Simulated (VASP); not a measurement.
# Rb (Im-3m) in VASP: a series of runs

Aim: see how the results for Rb move with the level of theory and the settings. Levels: revPBE+D4, LDA. Tasks: relaxation of cell and atoms, single point.

All numbers are computed with VASP 6.6.1; they aren't measurements. Logs are shortened: lines on timing, memory, paths and dates and some standing lists are left out, and cuts for length are marked.

### Step 1. The cell of the first run

The structure is cubic, space group Im-3m (No. 229). The conventional cell has a = 5.605 Å, b = 5.605 Å, c = 5.605 Å, α = 90.00°, β = 90.00°, γ = 90.00°.

### Step 2. Relaxation of cell and atoms, revPBE+D4

Input file INCAR:

```
SYSTEM = Rb
PREC = Accurate
ENCUT = 600
EDIFF = 1E-6
ISMEAR = -1
SIGMA = 0.05
LREAL = .FALSE.
LASPH = .TRUE.
NELM = 80
ALGO = Normal
ISIF = 3
LWAVE = .FALSE.
LCHARG = .FALSE.
GGA = RE
IVDW = 13
IBRION = 2
NSW = 80
EDIFFG = -0.02
```

Input file KPOINTS:

```
Automatic mesh
0
G
  7 7 7
  0 0 0
```

Input file POSCAR:

```
Rb
1.0
   -2.8025000000      2.8025000000      2.8025000000
    2.8025000000     -2.8025000000      2.8025000000
    2.8025000000      2.8025000000     -2.8025000000
Rb
1
Direct
    0.0000000000      0.0000000000      0.0000000000
```

Potentials or basis: VASP PAW PBE potentials, release 64 (Rb_sv).

Run with:

```
cat potpaw_PBE.64/Rb_sv/POTCAR > POTCAR
mpirun -np 1 vasp_std > vasp.out
```

OUTCAR:

```text
SYSTEM = Rb
   PREC = Accurate
   ENCUT = 600
   EDIFF = 1E-6
   ISMEAR = -1
   LREAL = .FALSE.
   LASPH = .TRUE.
   NELM = 80
   ISIF = 3
   GGA = RE
   IVDW = 13
   IBRION = 2
   NSW = 80
   EDIFFG = -0.02

 ion  position               nearest neighbor table
   1  0.000  0.000  0.000-

  LATTYP: Found a body centered cubic cell.
 ALAT       =     5.6050000000

  Lattice vectors:

 A1 = (  -2.8025000000,   2.8025000000,   2.8025000000)
 A2 = (   2.8025000000,  -2.8025000000,   2.8025000000)
 A3 = (   2.8025000000,   2.8025000000,  -2.8025000000)

Analysis of symmetry for initial positions (statically):
=====================================================================
 Subroutine PRICEL returns:
 Original cell was already a primitive cell.

 Routine SETGRP: Setting up the symmetry group for a
 body centered cubic supercell.

 Subroutine GETGRP returns: Found 48 space group operations
 (whereof 48 operations were pure point group operations)
 out of a pool of 48 trial point group operations.

The static configuration has the point symmetry O_h .

Analysis of symmetry for dynamics (positions and initial velocities):
=====================================================================
 Subroutine PRICEL returns:
 Original cell was already a primitive cell.

 Routine SETGRP: Setting up the symmetry group for a
 body centered cubic supercell.

 Subroutine GETGRP returns: Found 48 space group operations
 (whereof 48 operations were pure point group operations)
 out of a pool of 48 trial point group operations.

The dynamic configuration has the point symmetry O_h .

 Subroutine INISYM returns: Found 48 space group operations
 (whereof 48 operations are pure point group operations),
 and found     1 'primitive' translations

----------------------------------------------------------------------------------------

                                     Primitive cell

  volume of cell :      88.0434

  direct lattice vectors                    reciprocal lattice vectors
    -2.802500000  2.802500000  2.802500000     0.000000000  0.178412132  0.178412132
     2.802500000 -2.802500000  2.802500000     0.178412132  0.000000000  0.178412132
     2.802500000  2.802500000 -2.802500000     0.178412132  0.178412132  0.000000000

  length of vectors
     4.854072388  4.854072388  4.854072388     0.252312857  0.252312857  0.252312857

  position of ions in fractional coordinates (direct lattice)
     0.000000000  0.000000000  0.000000000

  ion indices of the primitive-cell ions
   primitive index   ion index
                 1           1

----------------------------------------------------------------------------------------

 KPOINTS: Automatic mesh

Automatic generation of k-mesh.
 Grid dimensions read from file:
 generate k-points for:    7    7    7

 Generating k-lattice:

  Cartesian coordinates                     Fractional coordinates (reciprocal lattice)
     0.000000000  0.025487447  0.025487447     0.142857143  0.000000000  0.000000000
     0.025487447  0.000000000  0.025487447     0.000000000  0.142857143  0.000000000
     0.025487447  0.025487447  0.000000000     0.000000000  0.000000000  0.142857143

  Length of vectors
     0.036044694  0.036044694  0.036044694

  Shift w.r.t. Gamma in fractional coordinates (k-lattice)
     0.000000000  0.000000000  0.000000000

 Subroutine IBZKPT returns following result:
 ===========================================

 Found     20 irreducible k-points:

 Following reciprocal coordinates:
            Coordinates               Weight
  0.000000  0.000000  0.000000      1.000000
  0.142857  0.000000  0.000000     12.000000
  0.285714  0.000000  0.000000     12.000000
  0.428571  0.000000  0.000000     12.000000
  0.142857  0.142857  0.000000     24.000000
  0.285714  0.142857  0.000000     48.000000
[... 12 lines left out ...]
 -0.428571 -0.428571  0.285714      8.000000
 -0.428571  0.428571  0.428571      6.000000
   k-points           NKPTS =     20   k-points in BZ     NKDIM =     20   number of bands    NBANDS=      8
   number of dos      NEDOS =    301   number of ions     NIONS =      1
   total plane-waves  NPLWV =  64000
   dimension x,y,z NGX =    40 NGY =   40 NGZ =   40
   dimension x,y,z NGXF=    80 NGYF=   80 NGZF=   80
   ions per type =               1
   NGX,Y,Z   is equivalent  to a cutoff of  13.70, 13.70, 13.70 a.u.
   NGXF,Y,Z  is equivalent  to a cutoff of  27.40, 27.40, 27.40 a.u.
 SYSTEM =  Rb
   PREC   = accura    normal or accurate (medium, high low for compatibility)
   ISTART =      0    job   : 0-new  1-cont  2-samecut
   ICHARG =      2    charge: 1-file 2-atom 10-const
   ISPIN  =      1    spin polarized calculation?
   LNONCOLLINEAR =      F non collinear calculations
   LSORBIT =      F    spin-orbit coupling
   LASPH  =      T    aspherical Exc in radial PAW
   ENCUT  =  600.0 eV  44.10 Ry    6.64 a.u.   9.69  9.69  9.69*2*pi/ulx,y,z
   NELM   =     80;   NELMIN=  2; NELMDL= -5     # of ELM steps
   EDIFF  = 0.1E-05   stopping-criterion for ELM
   LREAL  =      F    real-space projection
   EDIFFG = -.2E-01   stopping-criterion for IOM
   NSW    =     80    number of steps for IOM
   IBRION =      2    ionic relax: 0-MD 1-quasi-New 2-CG
   NFREE  =      1    steps in history (QN), initial steepest desc. (CG)
   ISIF   =      3    stress and relaxation
   ISYM   =      2    0-nonsym 1-usesym 2-fastsym
   POTIM  = 0.5000    time-step for ionic-motion
   TEBEG  =    0.0;   TEEND  =   0.0 temperature during run
   PSTRESS=    0.0 pullay stress
   NELECT =       9.0000    total number of electrons
   NUPDOWN=      -1.0000    fix difference up-down
   EMIN   =  10.00;   EMAX   =-10.00  energy-range for DOS
   EFERMI =   0.00;   METHOD = LEGACY
   ISMEAR =    -1;   SIGMA  =   0.05  broadening in eV -4-tet -1-fermi 0-gaus
   EFERMI_NEDOS =   21; number of points for ismear=-14 and -15
   IALGO  =     38    algorithm
   IMIX   =      4    mixing-type and parameters
     AMIX     =   0.40;   BMIX     =  1.00
     AMIX_MAG =   1.60;   BMIX_MAG =  1.00
  volume/ion in A,a.u.               =      88.04       594.15
  Fermi-wavevector in a.u.,A,eV,Ry     =   0.765462  1.446513  7.972081  0.585931
  Thomas-Fermi vector in A             =   1.865587
   LORBIT       =      0    0 simple, 1 ext, 2 COOP (PROOUT), +10 PAW based schemes
   GGA     = RE    functional components
   LHFCALC =     F    Hartree Fock is set to
   AEXX    =    0.0000 exact exchange contribution
   IVDW    =    13    specifies the selected vdW correction
   LEPSILON=     F    determine dielectric tensor
   LRPA    =     F    only Hartree local field effects (RPA)
 conjugate gradient relaxation of ions
 non-spin polarized calculation
  energy-cutoff  :      600.00
  volume of cell :       88.04
 maximum number of plane-waves:      2954
   NGX = 19   NGY = 19   NGZ = 19

--------------------------------------- Ionic step        1  -------------------------------------------

 number of electron       9.0000000 magnetization

 Free energy of the ion-electron system (eV)
  ---------------------------------------------------
  ext. energy  EPLUGINS =         0.00000000
  ---------------------------------------------------
  free energy    TOTEN  =        -0.82879408 eV

  energy without entropy =       -0.82093172  energy(sigma->0) =       -0.82486290

------------------------ aborting loop because EDIFF is reached ----------------------------------------

  DFT-D4 for vdW energy calculation

  Edisp (eV):   -0.08724

  FORCE on cell =-STRESS in cart. coord.  units (eV):
  Direction    XX          YY          ZZ          XY          YZ          ZX
  --------------------------------------------------------------------------------------
  -------------------------------------------------------------------------------------
  Total       0.11063     0.11063     0.11063    -0.00000    -0.00000     0.00000
  in kB       2.01328     2.01328     2.01328    -0.00000    -0.00000     0.00000
  external pressure =        2.01 kB  Pullay stress =        0.00 kB

 VOLUME and BASIS-vectors are now :
 -----------------------------------------------------------------------------
  energy-cutoff  :      600.00
  volume of cell :       88.04
      direct lattice vectors                 reciprocal lattice vectors
    -2.802500000  2.802500000  2.802500000     0.000000000  0.178412132  0.178412132
     2.802500000 -2.802500000  2.802500000     0.178412132  0.000000000  0.178412132
     2.802500000  2.802500000 -2.802500000     0.178412132  0.178412132  0.000000000

 POSITION                                       TOTAL-FORCE (eV/Angst)
 -----------------------------------------------------------------------------------
      0.00000      0.00000      0.00000        -0.000000      0.000000      0.000000
 -----------------------------------------------------------------------------------
    total drift:                                0.000000      0.000000     -0.000000

  FREE ENERGIE OF THE ION-ELECTRON SYSTEM (eV)
  ---------------------------------------------------
  free  energy   TOTEN  =        -0.9160371284 eV
[... 21 lines left out ...]
 VOLUME and BASIS-vectors are now :
 -----------------------------------------------------------------------------
  energy-cutoff  :      600.00
  volume of cell :       89.46
      direct lattice vectors                 reciprocal lattice vectors
    -2.817457807  2.817457807  2.817457807     0.000000000  0.177464947  0.177464947
     2.817457807 -2.817457807  2.817457807     0.177464947  0.000000000  0.177464947
     2.817457807  2.817457807 -2.817457807     0.177464947  0.177464947  0.000000000

 POSITION                                       TOTAL-FORCE (eV/Angst)
 -----------------------------------------------------------------------------------
      5.63492      0.00000      0.00000        -0.000000     -0.000000      0.000000
 -----------------------------------------------------------------------------------
    total drift:                                0.000000      0.000000     -0.000000

  FREE ENERGIE OF THE ION-ELECTRON SYSTEM (eV)
  ---------------------------------------------------
  free  energy   TOTEN  =        -0.9175636218 eV

  energy  without entropy=       -0.9096616892  energy(sigma->0) =       -0.91361266

--------------------------------------- Ionic step        3  -------------------------------------------

 number of electron       9.0000000 magnetization

 Free energy of the ion-electron system (eV)
  ---------------------------------------------------
  ext. energy  EPLUGINS =         0.00000000
  ---------------------------------------------------
  free energy    TOTEN  =        -0.83710020 eV

  energy without entropy =       -0.82908067  energy(sigma->0) =       -0.83309043

 E-fermi :   0.0571     XC(G=0):  -5.2872

 val. band max:        0.0056528519   @ k =  -0.2857   0.4286   0.1429
 cond. band min:       0.1647041340   @ k =  -0.4286   0.4286   0.1429
 fundamental gap:      0.1590512820
 Fermi energy:         0.0571030235

 k-point     1 :       0.0000    0.0000    0.0000
  band No.  band energies     occupation
      1     -28.9043      2.00000
      2     -12.9560      2.00000
      3     -12.9560      2.00000
      4     -12.9560      2.00000
      5      -1.8638      2.00000
      6       3.7616      0.00000
      7       3.7616      0.00000
      8       3.7616      0.00000

 k-point     2 :       0.1429    0.0000    0.0000
  band No.  band energies     occupation
      1     -28.9036      2.00000
      2     -12.9722      2.00000
      3     -12.9614      2.00000
      4     -12.9559      2.00000
      5      -1.6317      2.00000
      6       3.3150      0.00000
      7       3.4594      0.00000
      8       3.9743      0.00000

 k-point     3 :       0.2857    0.0000    0.0000
  band No.  band energies     occupation
      1     -28.9021      2.00000
      2     -13.0082      2.00000
      3     -12.9734      2.00000
      4     -12.9559      2.00000
      5      -0.9764      2.00000
      6       2.2411      0.00000
      7       2.9855      0.00000
      8       4.5160      0.00000
[... 202 lines left out ...]
 VOLUME and BASIS-vectors are now :
 -----------------------------------------------------------------------------
  energy-cutoff  :      600.00
  volume of cell :       93.49
      direct lattice vectors                 reciprocal lattice vectors
    -2.859116184  2.859116184  2.859116184     0.000000000  0.174879217  0.174879217
     2.859116184 -2.859116184  2.859116184     0.174879217  0.000000000  0.174879217
     2.859116184  2.859116184 -2.859116184     0.174879217  0.174879217  0.000000000

 POSITION                                       TOTAL-FORCE (eV/Angst)
 -----------------------------------------------------------------------------------
     -0.00000      0.00000      0.00000        -0.000000     -0.000000      0.000000
 -----------------------------------------------------------------------------------
    total drift:                                0.000000     -0.000000     -0.000000

  FREE ENERGIE OF THE ION-ELECTRON SYSTEM (eV)
  ---------------------------------------------------
  free  energy   TOTEN  =        -0.9195972717 eV

  energy  without entropy=       -0.9115777413  energy(sigma->0) =       -0.91558751

 reached required accuracy - stopping structural energy minimisation
```

Wall time 40 s (1 thread of Intel Xeon Platinum 8488C (Sapphire Rapids), shared host); peak memory 0.24 GiB.

What came out:

- Free energy: -0.9196 eV
- Relaxed volume: 93.49 Å³/atom
- Relaxed cell: a = 4.952 Å, b = 4.952 Å, c = 4.952 Å, α = 109.47°, β = 109.47°, γ = 109.47°
- Space group after relaxing (to 0.05 Å): Im-3m (No. 229)
- Energy gained by relaxing: 3.6 meV/atom
- Ionic steps: 3
- Pressure after relaxing: 0.0 GPa
- Dispersion energy per atom: -0.083 eV

Step by step:
```csv
step,energy change (eV),largest force (eV/Å),pressure (GPa),volume (Å³)
1,0.0000,0.0000,0.20,88.04
2,-0.0015,0.0000,0.15,89.46
3,-0.0036,0.0000,0.02,93.49
```

Final structure:
```yaml
crystal:
  lattice:
    - [-2.85912, 2.85912, 2.85912]
    - [2.85912, -2.85912, 2.85912]
    - [2.85912, 2.85912, -2.85912]
  atoms:
    - { symbol: Rb, position: [0.00000, 0.00000, 0.00000] }
```

Caveat: the PAW data sets were made with another functional, which shifts forces and pressure a little; pairwise dispersion overbinds metals, which lowers pressure and volume. Zero-point motion and thermal expansion aren't in these numbers.

### Step 3. Single point, LDA (volume scaled by 0.94)

Input file INCAR:

```
PREC     = Accurate       # precision mode
ENCUT    = 520            # plane-wave cutoff, eV
EDIFF    = 1E-6           # SCF threshold, eV
ISMEAR   = -1             # smearing method
SIGMA    = 0.05           # smearing width, eV
LREAL    = F              # projectors in reciprocal space
LASPH    = T              # aspherical terms in the spheres
NELM     = 80             # most SCF steps
ALGO     = Normal         # electronic algorithm
ISIF     = 2              # what is computed and relaxed
LWAVE    = F              # write WAVECAR
LCHARG   = F              # write CHGCAR
NBANDS   = 10             # bands
```

Input file KPOINTS:

```
regular mesh
0
Gamma
  7 7 7
```

Input file POSCAR:

```
Rb
1.0
   -2.7452900697      2.7452900697      2.7452900697
    2.7452900697     -2.7452900697      2.7452900697
    2.7452900697      2.7452900697     -2.7452900697
Rb
1
Direct
    0.0000000000      0.0000000000      0.0000000000
```

Potentials or basis: VASP PAW LDA potentials, release 64 (Rb_sv).

Run with:

```
cat potpaw_LDA.64/Rb_sv/POTCAR > POTCAR
mpirun -np 1 vasp_std > vasp.out
```

Run time: 12 s. Hardware: 1 thread of AMD EPYC 7R13 (Zen 3), shared host; peak memory 0.14 GiB.

Results (log left out):

| Property | Result |
| --- | --- |
| Free energy | -1.0628 eV |
| Pressure | -0.2 GPa |

Levels at points of the mesh, in eV from the Fermi level:
```csv
k point,band 2,band 3,band 4,band 5,band 6,band 7,band 8,band 9
"(0.00, 0.00, 0.00)",-12.83,-12.83,-12.83,-2.11,3.67,3.67,3.67,4.71
```

Caveat: the cell differs from its parent crystal (volume scaled by 0.94).
